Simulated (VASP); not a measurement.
# WSe2 in VASP: further runs

WSe2 is run at these levels: r2SCAN; tasks: single point.

All numbers are computed with VASP 6.6.1; they aren't measurements. Logs are shortened: lines on timing, memory, paths and dates and some standing lists are left out, and cuts for length are marked.

## (1) The cell of the first run

The cell holds a slab with vacuum, 3 atoms: a = 3.314 Å, b = 3.314 Å, c = 16.659 Å, α = 90.00°, β = 90.00°, γ = 120.00°.

## (2) Single point, r2SCAN (atom 2 (Se) moved by (+0.000, -0.600) A along x and y)

Contents of POSCAR:

```
WSe2
1.0
    3.3143636123      0.0000000000      0.0000000000
   -1.6571818062      2.8703230856      0.0000000000
    0.0000000000      0.0000000000     16.6586762063
W Se
1 2
Direct
    0.0000000000      0.0000000000      0.0000000000
    0.2288154825      0.4576309651      0.0997031682
    0.3333333333      0.6666666667      0.9002968318
```

Contents of INCAR.step1:

```
ALGO = Normal
EDIFF = 1E-4
ENCUT = 520
GGA = PE
ISMEAR = 0
LASPH = True
LCHARG = False
LREAL = False
LWAVE = True
NBANDS = 20
NELM = 100
PREC = Accurate
SIGMA = 0.05
```

Contents of INCAR.step2:

```
ALGO = Normal
EDIFF = 1E-6
ENCUT = 520
ISIF = 2
ISMEAR = 0
ISTART = 1
LASPH = True
LCHARG = False
LMIXTAU = True
LREAL = False
LWAVE = False
METAGGA = R2SCAN
NBANDS = 20
NELM = 100
PREC = Accurate
SIGMA = 0.05
```

Contents of KPOINTS:

```
k-points
0
Gamma
  12 12 2
```

Potentials or basis: VASP PAW PBE potentials, release 64 (W_sv, Se).

Run with:

```sh
> cat potpaw_PBE.64/W_sv/POTCAR potpaw_PBE.64/Se/POTCAR > POTCAR
> cp INCAR.step1 INCAR
> mpirun -np 1 vasp_std > vasp.out
> cp INCAR.step2 INCAR
> mpirun -np 1 vasp_std > vasp.out
```

OUTCAR:

```text
EDIFF = 1E-6
   ENCUT = 520
   ISIF = 2
   ISMEAR = 0
   ISTART = 1
   LASPH = True
   LREAL = False
   METAGGA = R2SCAN
   NELM = 100
   PREC = Accurate

 ion  position               nearest neighbor table
   1  0.000  0.000  0.000-   2 2.12   3 2.53   3 2.53   3 2.53   2 2.82   2 2.82
   2  0.229  0.458  0.100-   1 2.12   1 2.82   1 2.82
   3  0.333  0.667  0.900-   1 2.53   1 2.53   1 2.53

  LATTYP: Found a hexagonal cell.
 ALAT       =     3.3143636123
 C/A-ratio  =     5.0262065829

  Lattice vectors:

 A1 = (   3.3143636123,   0.0000000000,   0.0000000000)
 A2 = (  -1.6571818062,   2.8703230856,   0.0000000000)
 A3 = (   0.0000000000,   0.0000000000,  16.6586762063)

Analysis of symmetry for initial positions (statically):
=====================================================================
 Subroutine PRICEL returns:
 Original cell was already a primitive cell.

 Routine SETGRP: Setting up the symmetry group for a
 hexagonal supercell.

 Subroutine GETGRP returns: Found  2 space group operations
 (whereof  2 operations were pure point group operations)
 out of a pool of 24 trial point group operations.

The static configuration has the point symmetry C_1h.

Analysis of symmetry for dynamics (positions and initial velocities):
=====================================================================
 Subroutine PRICEL returns:
 Original cell was already a primitive cell.

 Routine SETGRP: Setting up the symmetry group for a
 hexagonal supercell.

 Subroutine GETGRP returns: Found  2 space group operations
 (whereof  2 operations were pure point group operations)
 out of a pool of 24 trial point group operations.

The dynamic configuration has the point symmetry C_1h.

 Subroutine INISYM returns: Found  2 space group operations
 (whereof  2 operations are pure point group operations),
 and found     1 'primitive' translations

----------------------------------------------------------------------------------------

                                     Primitive cell

  volume of cell :     158.4789

  direct lattice vectors                    reciprocal lattice vectors
     3.314363612  0.000000000  0.000000000     0.301717046  0.174196418  0.000000000
    -1.657181806  2.870323086  0.000000000     0.000000000  0.348392836  0.000000000
     0.000000000  0.000000000 16.658676206     0.000000000  0.000000000  0.060028779

  length of vectors
     3.314363612  3.314363612 16.658676206     0.348392836  0.348392836  0.060028779

  position of ions in fractional coordinates (direct lattice)
     0.000000000  0.000000000  0.000000000
     0.228815483  0.457630965  0.099703168
     0.333333333  0.666666667  0.900296832

  ion indices of the primitive-cell ions
   primitive index   ion index
                 1           1
                 2           2
                 3           3

----------------------------------------------------------------------------------------

 KPOINTS: k-points

Automatic generation of k-mesh.
 Grid dimensions read from file:
 generate k-points for:   12   12    2

 Generating k-lattice:

  Cartesian coordinates                     Fractional coordinates (reciprocal lattice)
     0.025143087  0.014516368  0.000000000     0.083333333  0.000000000  0.000000000
     0.000000000  0.029032736  0.000000000     0.000000000  0.083333333  0.000000000
     0.000000000  0.000000000  0.030014390     0.000000000  0.000000000  0.500000000

  Length of vectors
     0.029032736  0.029032736  0.030014390

  Shift w.r.t. Gamma in fractional coordinates (k-lattice)
     0.000000000  0.000000000  0.000000000

 Subroutine IBZKPT returns following result:
 ===========================================

 Found     86 irreducible k-points:

 Following reciprocal coordinates:
            Coordinates               Weight
  0.000000  0.000000  0.000000      1.000000
  0.083333  0.000000  0.000000      4.000000
  0.000000  0.083333  0.000000      2.000000
  0.166667 -0.000000  0.000000      4.000000
  0.000000  0.166667  0.000000      2.000000
  0.250000  0.000000  0.000000      4.000000
[... 16 lines left out ...]
 -0.083333  0.416667  0.000000      4.000000
 -0.416667  0.333333  0.000000      4.000000
 [... further k-points ...]
   k-points           NKPTS =     86   k-points in BZ     NKDIM =     86   number of bands    NBANDS=     20
   number of dos      NEDOS =    301   number of ions     NIONS =      3
   total plane-waves  NPLWV =  98784
   dimension x,y,z NGX =    28 NGY =   28 NGZ =  126
   dimension x,y,z NGXF=    56 NGYF=   56 NGZF=  252
   ions per type =               1   2
   NGX,Y,Z   is equivalent  to a cutoff of  14.04, 14.04, 12.57 a.u.
   NGXF,Y,Z  is equivalent  to a cutoff of  28.09, 28.09, 25.15 a.u.
 SYSTEM =  unknown system
   PREC   = accura    normal or accurate (medium, high low for compatibility)
   ISTART =      1    job   : 0-new  1-cont  2-samecut
   ICHARG =      0    charge: 1-file 2-atom 10-const
   ISPIN  =      1    spin polarized calculation?
   LNONCOLLINEAR =      F non collinear calculations
   LSORBIT =      F    spin-orbit coupling
   LASPH  =      T    aspherical Exc in radial PAW
   ENCUT  =  520.0 eV  38.22 Ry    6.18 a.u.   6.16  6.16 30.97*2*pi/ulx,y,z
   NELM   =    100;   NELMIN=  2; NELMDL=  0     # of ELM steps
   EDIFF  = 0.1E-05   stopping-criterion for ELM
   LREAL  =      F    real-space projection
   EDIFFG = 0.1E-04   stopping-criterion for IOM
   NSW    =      0    number of steps for IOM
   IBRION =     -1    ionic relax: 0-MD 1-quasi-New 2-CG
   NFREE  =      0    steps in history (QN), initial steepest desc. (CG)
   ISIF   =      2    stress and relaxation
   ISYM   =      2    0-nonsym 1-usesym 2-fastsym
   POTIM  = 0.5000    time-step for ionic-motion
   TEBEG  =    0.0;   TEEND  =   0.0 temperature during run
   PSTRESS=    0.0 pullay stress
   NELECT =      26.0000    total number of electrons
   NUPDOWN=      -1.0000    fix difference up-down
   EMIN   =  10.00;   EMAX   =-10.00  energy-range for DOS
   EFERMI =   0.00;   METHOD = LEGACY
   ISMEAR =     0;   SIGMA  =   0.05  broadening in eV -4-tet -1-fermi 0-gaus
   EFERMI_NEDOS =   21; number of points for ismear=-14 and -15
   IALGO  =     38    algorithm
   IMIX   =      4    mixing-type and parameters
     AMIX     =   0.40;   BMIX     =  1.00
     AMIX_MAG =   1.60;   BMIX_MAG =  1.00
  volume/ion in A,a.u.               =      52.83       356.49
  Fermi-wavevector in a.u.,A,eV,Ry     =   0.896208  1.693588 10.928046  0.803189
  Thomas-Fermi vector in A             =   2.018637
   LORBIT       =      0    0 simple, 1 ext, 2 COOP (PROOUT), +10 PAW based schemes
   METAGGA = R2SCAN    functional components
   LHFCALC =     F    Hartree Fock is set to
   AEXX    =    0.0000 exact exchange contribution
   IVDW    =     0    specifies the selected vdW correction
   LEPSILON=     F    determine dielectric tensor
   LRPA    =     F    only Hartree local field effects (RPA)
 non-spin polarized calculation
 Gauss-broadening in eV      SIGMA  =   0.05
  energy-cutoff  :      520.00
  volume of cell :      158.48
 maximum number of plane-waves:      4298
 NGX is ok and might be reduce to    28
   NGX = 13   NGY = 13   NGZ = 61

 number of electron      25.9999999 magnetization

 Free energy of the ion-electron system (eV)
  ---------------------------------------------------
  ext. energy  EPLUGINS =         0.00000000
  ---------------------------------------------------
  free energy    TOTEN  =       -79.75857565 eV

  energy without entropy =      -79.75857565  energy(sigma->0) =      -79.75857565

 E-fermi :  -0.2573     XC(G=0):  -4.8250

 val. band max:       -0.5852142345   @ k =   0.5000   0.0000   0.5000
 cond. band min:       0.3084406143   @ k =   0.0000   0.0000   0.5000
 fundamental gap:      0.8936548488
 Fermi energy:        -0.2572843063

 k-point     1 :       0.0000    0.0000    0.0000
  band No.  band energies     occupation
      1     -76.9403      2.00000
      2     -40.7605      2.00000
      3     -40.4755      2.00000
      4     -40.3855      2.00000
      5     -16.5084      2.00000
      6     -15.1038      2.00000
[... 12 lines left out ...]
     19       4.5281      0.00000
     20       5.2039      0.00000

 k-point     2 :       0.0833    0.0000    0.0000
  band No.  band energies     occupation
      1     -76.9396      2.00000
      2     -40.7588      2.00000
      3     -40.4815      2.00000
      4     -40.3974      2.00000
      5     -16.4064      2.00000
      6     -15.0499      2.00000
[... 12 lines left out ...]
     19       4.6666      0.00000
     20       5.4712      0.00000

 k-point     3 :       0.0000    0.0833    0.0000
  band No.  band energies     occupation
      1     -76.9396      2.00000
      2     -40.7599      2.00000
      3     -40.4890      2.00000
      4     -40.3893      2.00000
      5     -16.3996      2.00000
      6     -15.0593      2.00000
[... 12 lines left out ...]
     19       4.6762      0.00000
     20       5.3739      0.00000

 k-point     4 :       0.1667   -0.0000    0.0000
  band No.  band energies     occupation
      1     -76.9377      2.00000
      2     -40.7548      2.00000
      3     -40.5011      2.00000
      4     -40.4260      2.00000
      5     -16.1143      2.00000
      6     -14.8959      2.00000
[... 12 lines left out ...]
     19       5.0614      0.00000
     20       5.9117      0.00000

 k-point     5 :       0.0000    0.1667    0.0000
  band No.  band energies     occupation
      1     -76.9376      2.00000
      2     -40.7604      2.00000
      3     -40.5237      2.00000
      4     -40.3995      2.00000
      5     -16.0879      2.00000
      6     -14.9325      2.00000
[... 12 lines left out ...]
     19       5.0831      0.00000
     20       5.8120      0.00000
[... 353 lines left out ...]
      6     -14.4942      2.00000
[... 12 lines left out ...]
     19       6.0094      0.00000
     20       6.7131      0.00000

 k-point    22 :       0.3333    0.0833    0.0000
  band No.  band energies     occupation
      1     -76.9310      2.00000
      2     -40.7595      2.00000
      3     -40.5918      2.00000
      4     -40.4799      2.00000
      5     -14.8848      2.00000
      6     -14.3009      2.00000
[... 12 lines left out ...]
     19       6.4087      0.00000
     20       6.7677      0.00000

 k-point    23 :      -0.0833    0.4167    0.0000
  band No.  band energies     occupation
      1     -76.9308      2.00000
      2     -40.7949      2.00000
      3     -40.5987      2.00000
      4     -40.4417      2.00000
      5     -14.8351      2.00000
      6     -14.3683      2.00000
[... 12 lines left out ...]
     19       6.3688      0.00000
     20       6.7050      0.00000

 k-point    24 :      -0.4167    0.3333    0.0000
  band No.  band energies     occupation
      1     -76.9310      2.00000
      2     -40.7491      2.00000
      3     -40.5853      2.00000
      4     -40.4958      2.00000
      5     -14.9031      2.00000
      6     -14.2681      2.00000
[... 12 lines left out ...]
     19       6.3088      0.00000
     20       6.9217      0.00000

 [... further k-points ...]
[... 5 lines left out ...]
  --------------------------------------------------------------------------------------
  -------------------------------------------------------------------------------------
  Total        0.5242076      4.9007565      9.5619097     -0.0000000     12.0871859     -0.0000000
  in kB        5.2995922     49.5452796     96.6682363     -0.0000000    122.1980735     -0.0000000
  external PRESSURE =      50.5043694 kB  Pullay stress =       0.0000000 kB

 VOLUME and BASIS-vectors are now :
 -----------------------------------------------------------------------------
  energy-cutoff  :      520.00
  volume of cell :      158.48
      direct lattice vectors                 reciprocal lattice vectors
     3.314363612  0.000000000  0.000000000     0.301717046  0.174196418  0.000000000
    -1.657181806  2.870323086  0.000000000     0.000000000  0.348392836  0.000000000
     0.000000000  0.000000000 16.658676206     0.000000000  0.000000000  0.060028779

 POSITION                                       TOTAL-FORCE (eV/Angst)
 -----------------------------------------------------------------------------------
      0.00000      0.00000      0.00000         0.000000     -6.694501     -5.449654
     -0.00000      1.31355      1.66092        -0.000000      6.985950      5.606891
     -0.00000      1.91355     14.99775         0.000000     -0.291450     -0.157237
 -----------------------------------------------------------------------------------
    total drift:                                0.000000      0.000092     -0.000047

  FREE ENERGIE OF THE ION-ELECTRON SYSTEM (eV)
  ---------------------------------------------------
  free  energy   TOTEN  =       -79.7585756511 eV

  energy  without entropy=      -79.7585756511  energy(sigma->0) =      -79.75857565
```

It took 45 min on 1 thread of Oxide Virtual Turin-like, shared host; peak memory 0.49 GiB.

What came out:

| Property | Result |
| --- | --- |
| Free energy | -79.7586 eV |
| Largest force | 8.958 eV/Å |
| Band gap on the k mesh | 0.89 eV (least direct gap 1.42 eV) |

Forces in eV/Å, atoms in the order of the input:
```
W    0.000 -6.695 -5.450
Se   0.000  6.986  5.607
Se   0.000 -0.291 -0.157
```

Caveat: the cell differs from its parent crystal (atom 2 (Se) moved by (+0.000, -0.600) A along x and y); there is no dipole correction, which matters where the two faces differ; the PAW data sets were made with another functional, which shifts forces and pressure a little; spin-orbit coupling is left out, which moves the levels of the heavy elements.

## (3) Single point, r2SCAN (atom 2 (Se) moved by (+0.000, +0.600) A along x and y)

Edit POSCAR of step 2 so:

```diff
@@ -9,3 +9,3 @@
     0.0000000000      0.0000000000      0.0000000000
-    0.2288154825      0.4576309651      0.0997031682
+    0.4378511841      0.8757023683      0.0997031682
     0.3333333333      0.6666666667      0.9002968318
```

Contents of INCAR.step1:

```
  PREC = Accurate
  ENCUT = 520
  ISMEAR = 0
  SIGMA = 0.05
  LREAL = F
  LASPH = T
  NELM = 100
  NBANDS = 20
  GGA = PE
  ALGO = Normal
  EDIFF = 1E-4
  LWAVE = T
  LCHARG = F
```

Contents of INCAR.step2:

```
  PREC = Accurate
  ENCUT = 520
  EDIFF = 1E-6
  ISMEAR = 0
  SIGMA = 0.05
  LREAL = F
  LASPH = T
  NELM = 100
  ALGO = Normal
  ISIF = 2
  LWAVE = F
  LCHARG = T
  METAGGA = R2SCAN
  LMIXTAU = T
  LELF = T
  LVHAR = T
  NBANDS = 20
  ISTART = 1
```

Contents of KPOINTS:

```
regular mesh
0
Gamma
  12 12 2
```

Potentials or basis: VASP PAW PBE potentials, release 64 (W_sv, Se).

Run with:

```sh
> cat potpaw_PBE.64/W_sv/POTCAR potpaw_PBE.64/Se/POTCAR > POTCAR
> cp INCAR.step1 INCAR
> mpirun -np 1 vasp_std > vasp.out
> cp INCAR.step2 INCAR
> mpirun -np 1 vasp_std > vasp.out
```

Wall time 34 min (1 thread of Oxide Virtual Turin-like, shared host); peak memory 0.49 GiB.

The run converged. Its results:

- Free energy: -80.5738 eV
- Largest force: 4.162 eV/Å
- Band gap on the k mesh: 0.78 eV (least direct gap 0.86 eV)

Forces in eV/Å, atoms in the order of the input:
```
W    0.000  3.480 -2.283
Se   0.000 -3.009  2.440
Se   0.000 -0.471 -0.158
```

Levels at points of the mesh, in eV from the valence-band top:
```csv
k point,band 11,band 12,band 13,band 14,band 15,band 16
"(0.00, 0.00, 0.00)",-2.15,-0.82,-0.08,0.78,2.16,3.27
"(0.50, 0.00, 0.00)",-2.77,-2.15,-0.10,1.91,2.44,2.65
"(0.00, 0.50, 0.00)",-2.36,-1.38,-0.48,2.14,2.40,2.78
"(0.00, 0.00, 0.50)",-2.15,-0.82,-0.08,0.78,2.16,3.27
"(0.50, 0.00, 0.50)",-2.77,-2.15,-0.10,1.91,2.44,2.65
"(0.00, 0.50, 0.50)",-2.36,-1.38,-0.48,2.14,2.40,2.78
```

Caveat: the cell differs from its parent crystal (atom 2 (Se) moved by (+0.000, +0.600) A along x and y); there is no dipole correction, which matters where the two faces differ; the PAW data sets were made with another functional, which shifts forces and pressure a little; spin-orbit coupling is left out, which moves the levels of the heavy elements.
